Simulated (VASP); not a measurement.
Input of a VASP 6.6.1 run:

INCAR

```
SYSTEM = ScAl3
PREC = Accurate ; ENCUT = 520
EDIFF = 1E-7 ; ISMEAR = 1
SIGMA = 0.1 ; LREAL = .FALSE.
LASPH = .TRUE. ; NELM = 60
ALGO = Normal ; ISIF = 2
LWAVE = .FALSE. ; LCHARG = .TRUE.
GGA = CA ; LELF = .TRUE.
LVHAR = .TRUE. ; NBANDS = 18
```

KPOINTS

```
Automatic mesh
0
G
  6 6 6
  0 0 0
```

Contents of POSCAR:

```
ScAl3
1.0
    4.0878000000      0.0000000000      0.0000000000
    0.0000000000      4.0878000000      0.0000000000
    0.0000000000      0.0000000000      4.0878000000
Sc Al
1 3
Direct
    0.0000000000      0.0000000000      0.0000000000
    0.5000000000      0.0000000000      0.5000000000
    0.0000000000      0.5000000000      0.5000000000
    0.5000000000      0.5000000000      0.0000000000
```

Potentials or basis: VASP PAW LDA potentials, release 64 (Sc_sv, Al).

The run is started by

```sh
$ cat potpaw_LDA.64/Sc_sv/POTCAR potpaw_LDA.64/Al/POTCAR > POTCAR
$ mpirun -np 1 vasp_std > vasp.out
```

(1) Predict the band gap on the k mesh.

(2) Predict the pressure.

## Answers

(1) zero (band 10 reaches 7.84 eV, above the bottom of band 11 at 4.16 eV).

(2) -3.7 GPa.
